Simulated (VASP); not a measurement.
Input of a VASP 6.6.1 run:

The input INCAR:

```
SYSTEM = Co
PREC     = Accurate       ! precision mode
ENCUT    = 520            ! plane-wave cutoff, eV
EDIFF    = 1E-7           ! SCF threshold, eV
ISMEAR   = 0              ! smearing method
SIGMA    = 0.15           ! smearing width, eV
LREAL    = .FALSE.        ! projectors in reciprocal space
LASPH    = .TRUE.         ! aspherical terms in the spheres
NELM     = 150            ! most SCF steps
ALGO     = Normal         ! electronic algorithm
ISIF     = 2              ! what is computed and relaxed
LWAVE    = .FALSE.        ! write WAVECAR
LCHARG   = .FALSE.        ! write CHGCAR
ISPIN    = 2              ! spin polarisation
MAGMOM   = 1.86 1.88 1.86 1.88 ! initial moments
LORBIT   = 11             ! projections on sites
LMAXMIX  = 4              ! l up to which the mixer works
GGA      = PE             ! functional
NBANDS   = 30             ! bands
```

Contents of KPOINTS:

```
regular mesh
0
G
  24 24 8
  0 0 0
```

The input POSCAR:

```
Co
1.0
    2.4136811118      0.0000000000      0.0000000000
   -1.2068405559      2.0903091594      0.0000000000
    0.0000000000      0.0000000000      8.6242572082
Co
4
Direct
    0.0000000000      0.0000000000      0.0000000000
    0.3333333333      0.6666666667      0.2500000000
    0.0000000000      0.0000000000      0.5000000000
    0.6666666667      0.3333333333      0.7500000000
```

Potentials or basis: VASP PAW PBE potentials, release 64 (Co).

The run is started by

```bash
$ cat potpaw_PBE.64/Co/POTCAR > POTCAR
$ mpirun -np 1 vasp_std > vasp.out
```

(1) Predict the site moments.

(2) What does it give for the pressure?

(3) What does it give for the net moment?

## Answers

(1) Co +1.65, +1.66 (each value once) μB.

(2) 2.0 GPa.

(3) 6.56 μB per cell.
